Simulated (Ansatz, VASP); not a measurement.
**Mg2Sn in VASP and in Ansatz**

```
Mg Sn
1.0
     0.00000    3.38518    3.38518
     3.38518    0.00000    3.38518
     3.38518    3.38518    0.00000
Mg Sn
2 1
Direct
  0.25000 0.25000 0.25000
  0.75000 0.75000 0.75000
  0.00000 0.00000 0.00000
```

Alike in both runs: task single point; functional PBE; k mesh 10 × 10 × 10; occupations gaussian, width 0.05 eV; no spin polarisation.

|  | VASP | Ansatz |
| --- | --- | --- |
| version | VASP 6.6.1 | Ansatz 0.2.0 |
| potentials or method | VASP PAW PBE potentials, release 64 (Mg, Sn_d), cutoff 600 eV | scalar-relativistic, plane waves, PAW |
| valence electrons in the cell | 18 | 34 |

|  | VASP | Ansatz | Ansatz less VASP |
| --- | --- | --- | --- |
| gap on the k mesh at the Fermi level (eV) | none | none | - |
| pressure (GPa) | 0.8 | 0.9 | +0.02 |

A gap of «none» marks a metal or a gap that the smearing closes. VASP's potentials hold 18 valence electrons a cell and Ansatz's 34, so a difference there can come from the potentials and not from the codes.
